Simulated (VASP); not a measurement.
A run of VASP 6.6.1:

File INCAR:

```
SYSTEM = MnSi
PREC = Accurate
ENCUT = 600
EDIFF = 1E-6
ISMEAR = 0
SIGMA = 0.05
LREAL = .False.
LASPH = .True.
NELM = 100
ALGO = Normal
ISIF = 3
LWAVE = .False.
LCHARG = .False.
GGA = PE
IBRION = 2
NSW = 80
EDIFFG = -0.01
```

File KPOINTS:

```
Automatic mesh
0
Gamma
  8 8 8
  0 0 0
```

Contents of POSCAR:

```
MnSi
1.0
    4.5480000000      0.0000000000      0.0000000000
    0.0000000000      4.5480000000      0.0000000000
    0.0000000000      0.0000000000      4.5480000000
Mn Si
4 4
Direct
    0.1380000000      0.1380000000      0.1380000000
    0.3620000000      0.8620000000      0.6380000000
    0.6380000000      0.3620000000      0.8620000000
    0.8620000000      0.6380000000      0.3620000000
    0.8460000000      0.8460000000      0.8460000000
    0.6540000000      0.1540000000      0.3460000000
    0.3460000000      0.6540000000      0.1540000000
    0.1540000000      0.3460000000      0.6540000000
```

Potentials or basis: VASP PAW PBE potentials, release 64 (Mn_pv, Si).

Launch:

```console
$ cat potpaw_PBE.64/Mn_pv/POTCAR potpaw_PBE.64/Si/POTCAR > POTCAR
$ mpirun -np 1 vasp_std > vasp.out
```

Hardware: 1 thread of Intel(R) Xeon(R) 6975P-C (Granite Rapids), on a shared host.

Estimate the wall time of this run.

Wall time 6.1 min on 1 thread of Intel(R) Xeon(R) 6975P-C (Granite Rapids) (shared host), peak memory 0.31 GiB. Counts: scf iterations 67, k points 45, ion steps 9.
